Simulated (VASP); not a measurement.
Input of a VASP 6.6.1 run:

The input INCAR:

```
SYSTEM = HC12
PREC     = Accurate       ! precision mode
ENCUT    = 520            ! plane-wave cutoff, eV
EDIFF    = 1E-6           ! SCF threshold, eV
ISMEAR   = 0              ! smearing method
SIGMA    = 0.05           ! smearing width, eV
LREAL    = Auto         
LASPH    = .True.         ! aspherical terms in the spheres
NELM     = 60             ! most SCF steps
ALGO     = Normal         ! electronic algorithm
ISIF     = 2              ! what is computed and relaxed
LWAVE    = .False.        ! write WAVECAR
LCHARG   = .False.        ! write CHGCAR
LDIPOL   = .True.       
IDIPOL   = 3            
DIPOL    = 0.5 0.5 0.294
NBANDS   = 68             ! bands
```

KPOINTS

```
Automatic mesh
0
Gamma
  6 4 1
  0 0 0
```

File POSCAR:

```
HC12
1.0
    4.8892663280      0.0000000000      0.0000000000
   -2.4446331640      6.7739291692      0.0000000000
    0.0000000000      0.0000000000     22.7684096771
C H
24 2
Direct
    0.4020794403      0.3041588806      0.1756820110
    0.4020794403      0.8041588805      0.1756820110
    0.9020794403      0.3041588806      0.1756820110
    0.9020794403      0.8041588805      0.1756820110
    0.1630408159      0.3260816317      0.2059829668
    0.1630408159      0.8260816317      0.2059829668
    0.6630408159      0.3260816317      0.2059829668
    0.6630408159      0.8260816317      0.2059829668
    0.1846395683      0.3692791367      0.2666259491
    0.1846395683      0.8692791367      0.2666259491
    0.6846395683      0.3692791367      0.2666259491
    0.6846395683      0.8692791367      0.2666259491
    0.4461625696      0.3923265051      0.2960492075
    0.4461625696      0.8923265051      0.2960492075
    0.9461625696      0.3923265051      0.2960492075
    0.9461625696      0.8923265051      0.2960492075
    0.4715644646      0.4431294558      0.3591099590
    0.4715644646      0.9431294558      0.3591099590
    0.9715644646      0.4431294558      0.3591099590
    0.9715644646      0.9431294558      0.3591099590
    0.2327030006      0.4654044969      0.3851129614
    0.2327030006      0.9654044969      0.3851129614
    0.7327030006      0.4654044969      0.3851129614
    0.7327030006      0.9654044969      0.3851129614
    0.2327030006      0.9133323862      0.4470408703
    0.2327030006      1.0174766075      0.4470408703
```

Potentials or basis: VASP PAW LDA potentials, release 64 (C, H).

The run is started by

```sh
$ cat potpaw_LDA.64/C/POTCAR potpaw_LDA.64/H/POTCAR > POTCAR
$ mpirun -np 1 vasp_std > vasp.out
```

What does it give for the largest force?

3.917 eV/Å.

Estimate the band gap on the k mesh.

zero (band 49 reaches -3.06 eV, above the bottom of band 50 at -3.08 eV).

Forces on the atoms (eV/Å):
```
C    0.004  0.338  1.915
C    0.332  0.387  2.057
C   -0.001  0.356  1.898
C   -0.330  0.401  2.056
C    0.002 -0.754 -3.557
C   -0.002 -0.838 -3.815
C   -0.002 -0.753 -3.550
C    0.004 -0.664 -3.065
C   -0.022  0.382  1.557
C   -0.014  0.279  1.199
C    0.016  0.382  1.554
C    0.002  0.402  1.377
C    0.007  0.002  0.054
C   -0.186  0.271  0.669
C   -0.002  0.068  0.021
C    0.190  0.250  0.656
C    0.003 -0.074 -0.348
C    1.659 -0.185 -0.457
C    0.004 -0.089 -0.400
C   -1.676 -0.401 -0.451
C   -0.034  0.135  0.448
C   -0.062 -0.107  1.094
C    0.025  0.126  0.415
C    0.044  0.103  0.938
H    1.109 -3.551 -0.972
H   -1.073  3.539 -1.293
```
